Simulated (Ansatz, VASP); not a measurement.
Cd3O: VASP beside Ansatz

```
Cd O
1.0
     3.72445   -3.46129    0.00000
     3.72445    3.46129    0.00000
     0.00000    0.00000    7.12034
Cd O
6 2
Direct
  0.69856 0.30144 0.29061
  0.30144 0.69856 0.29061
  0.30144 0.69856 0.70939
  0.69856 0.30144 0.70939
  0.23231 0.23231 0.00000
  0.76769 0.76769 0.00000
  0.00000 0.00000 0.78772
  0.00000 0.00000 0.21228
```

Alike in both runs: functional PBE; k mesh 3 × 3 × 2; occupations gaussian, width 0.2 eV; no spin polarisation.

Ansatz relaxed the structure, and its values are those at the end. VASP's run is a single point on that final structure, the one shown.

|  | VASP | Ansatz |
| --- | --- | --- |
| version | VASP 6.6.1 | Ansatz 0.2.0 |
| potentials or method | VASP PAW PBE potentials, release 64 (Cd, O), cutoff 520 eV | scalar-relativistic, plane waves, PAW |
| valence electrons in the cell | 84 | 132 |

Ansatz gave:

```
gap on the k mesh at the Fermi level (eV) : none
pressure (GPa)                            : 0.0
rms of the force components (eV/Å)        : 0.025
```

Task: Estimate VASP's values.

Result: gap on the k mesh at the Fermi level (eV): none; pressure (GPa): 0.5; rms of the force components (eV/Å): 0.032.

A gap of «none» marks a metal or a gap that the smearing closes. The functional is the same, so the differences come from potentials, cutoffs and numerics. VASP's potentials hold 84 valence electrons a cell and Ansatz's 132, so a difference there can come from the potentials and not from the codes.

The k mesh is coarse, so the values compare programs but aren't converged.
